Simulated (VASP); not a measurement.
Set up this calculation in VASP 6.6.1, as the native input.

```yaml
Task: single point
Functional: PBE
Potentials_or_basis: VASP PAW PBE potentials, release 64 (Sc_sv, As)
Cutoff: 520 eV
k_mesh: 12 × 12 × 12
Occupations: gaussian, width 0.1 eV
Spin: no spin polarisation
Dipole_correction: no
Further_INCAR_settings: ALGO = Normal; EDIFF = 1e-06; NBANDS = 21
```

The structure of ScAs3 lies in POSCAR:

```
ScAs3
1.0
    4.2556640651      0.0000000000      0.0000000000
    0.0000000000      4.2556640651      0.0000000000
    0.0000000000      0.0000000000      4.2556640651
Sc As
1 3
Direct
    0.0000000000      0.0000000000      0.0000000000
    0.0000000000      0.5000000000      0.5000000000
    0.5000000000      0.0000000000      0.5000000000
    0.5000000000      0.5000000000      0.0000000000
```

One way to write it, as run:

INCAR

```
PREC     = Accurate       # precision mode
ENCUT    = 520            # plane-wave cutoff, eV
EDIFF    = 1E-6           # SCF threshold, eV
ISMEAR   = 0              # smearing method
SIGMA    = 0.1            # smearing width, eV
LREAL    = False          # projectors in reciprocal space
LASPH    = True           # aspherical terms in the spheres
NELM     = 60             # most SCF steps
ALGO     = Normal         # electronic algorithm
ISIF     = 2              # what is computed and relaxed
LWAVE    = False          # write WAVECAR
LCHARG   = False          # write CHGCAR
GGA      = PE             # functional
NBANDS   = 21             # bands
```

KPOINTS

```
Automatic mesh
0
Gamma
  12 12 12
```

Potentials or basis: VASP PAW PBE potentials, release 64 (Sc_sv, As).

Run with:

```sh
$ cat potpaw_PBE.64/Sc_sv/POTCAR potpaw_PBE.64/As/POTCAR > POTCAR
$ mpirun -np 1 vasp_std > vasp.out
```

Results of the run:

```json
{
 "Pressure": "0.2 GPa",
 "Band gap on the k mesh": "zero (bands 13 and 14 overlap by 3.01 eV)"
}
```

It took 2.9 min on 1 thread of AMD EPYC 7R13, on a shared host, peak memory 0.23 GiB.
